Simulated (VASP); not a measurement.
Wanted: the native input for a VASP 6.6.1 run.

- Task: single point
- Functional: PBEsol
- Potentials or basis: VASP PAW PBE potentials, release 64 (Al, Ga_d, N)
- Cutoff: 520 eV
- k mesh: 6 × 8 × 4
- Occupations: gaussian, width 0.05 eV
- Spin: collinear spin, ferrimagnetic start
- Starting moments: [-2.0, -4.0, 0.5, 2.0, -4.0, -1.0, 4.0, 1.0] μB
- Dipole correction: no
- Further INCAR settings: ALGO = Normal; EDIFF = 1e-06; NBANDS = 35

The structure of Al3GaN4 lies in POSCAR:

```
Al3GaN4
1.0
    5.0434079713      0.0000000000      0.0001149907
    0.0000000000      3.1300738974      0.0000000000
   -0.0032362569      0.0000000000      5.4179919474
Al Ga N
3 1 4
Direct
    0.5008786784      0.5000000000      0.1839302537
    0.0098988366      0.5000000000      0.8343853326
   -0.0047009868      0.0000000000      0.3286916914
    0.4969919231      0.0000000000      0.6577405803
    0.1124201930      0.0000000000      0.6601735640
    0.1234277511      0.5000000000      0.1719029393
    0.6255477063      0.5000000000      0.8508426769
    0.6252451009      0.0000000000      0.3337787779
```

These files were run (other wordings do the same):

INCAR

```
SYSTEM = Al3GaN4
PREC = Accurate
ENCUT = 520
EDIFF = 1E-6
ISMEAR = 0
SIGMA = 0.05
LREAL = .False.
LASPH = .True.
NELM = 150
ALGO = Normal
ISIF = 2
LWAVE = .False.
LCHARG = .True.
ISPIN = 2
MAGMOM = -2 -4 0.5 2 -4 -1 4 1
LORBIT = 11
GGA = PS
LELF = .True.
LVHAR = .True.
NBANDS = 35
```

KPOINTS

```
Automatic mesh
0
Gamma
  6 8 4
  0 0 0
```

Potentials or basis: VASP PAW PBE potentials, release 64 (Al, Ga_d, N).

The run is started by

```console
$ cat potpaw_PBE.64/Al/POTCAR potpaw_PBE.64/Ga_d/POTCAR potpaw_PBE.64/N/POTCAR > POTCAR
$ mpirun -np 1 vasp_std > vasp.out
```

It gave:

The pressure is 0.3 GPa and the largest force is 2.167 eV/Å. The band gap on the k mesh is 3.16 eV, the net moment is 0.00 μB per cell and the valence electrons inside the program's atomic spheres are Al 0.81, 0.79, 0.82; Ga 11.91; N 3.81, 3.83, 3.75, 3.86.

Caveat: the PAW data sets were made with another functional, which shifts forces and pressure a little.

Run time: 10 min on 1 thread of Intel Xeon 8259CL (shared host), peak memory 0.42 GiB.
